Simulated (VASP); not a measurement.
Sr2CuSO2: single point with PBE

Crystal: Sr2CuSO2.

```
Sr Cu S O
1.0
     3.92819    0.00000    0.00000
     0.00000    3.92819    0.00000
     0.00000    0.00000    6.92685
Sr Cu S O
2 1 1 2
Cartesian
  0.0000 0.0000 5.2010
  0.0000 0.0000 1.7259
  1.9641 1.9641 0.0000
  1.9641 1.9641 3.4634
  1.9641 0.0000 0.0000
  0.0000 1.9641 0.0000
```

```yaml
Program: VASP 6.6.1
Task: single point
Functional: PBE
Potentials_or_basis: VASP PAW PBE potentials, release 64 (Sr_sv, Cu, S, O)
Cutoff: 520 eV
k_mesh: 7 × 7 × 4
Occupations: fermi-dirac, width 0.05 eV
Spin: no spin polarisation
Dipole_correction: no
Further_INCAR_settings: ALGO = Normal; EDIFF = 1e-06; NBANDS = 34
```

| Property | Result |
| --- | --- |
| Pressure | -1.3 GPa |
| Largest force | 0.171 eV/Å |

Forces in eV/Å, atoms in the order of the input:
```
Sr   0.000  0.000  0.171
Sr   0.000  0.000 -0.171
Cu   0.000  0.000  0.000
S    0.000  0.000  0.000
O    0.000  0.000  0.000
O    0.000  0.000  0.000
```

Stress tensor (GPa, compression positive):
```
-1.44  0.00  0.00
 0.00 -1.44  0.00
 0.00  0.00 -1.08
```

Levels at points of the mesh, in eV from the Fermi level:
```csv
k point,band 21,band 22,band 23,band 24,band 25,band 26,band 27,band 28,band 29,band 30
"(0.00, 0.00, 0.00)",-1.64,-1.64,-1.06,-0.41,-0.41,2.07,3.18,3.38,5.91,6.24
"(0.00, 0.00, 0.50)",-1.57,-1.57,-1.29,-0.51,-0.51,3.77,3.95,4.23,4.39,4.65
```

Run time: 2.3 min on 1 thread of Intel Xeon 6975P-C (shared host), peak memory 0.28 GiB.

Caveat: an odd number of electrons without spin polarisation forces a metal; a magnetic or distorted state may lie lower; semilocal functionals often make such compounds metallic where correlation or magnetic order opens a gap, which also shifts bond lengths. With open d or f shells a metallic result of PBE can be an artefact of self-interaction; +U or a hybrid may open a gap.
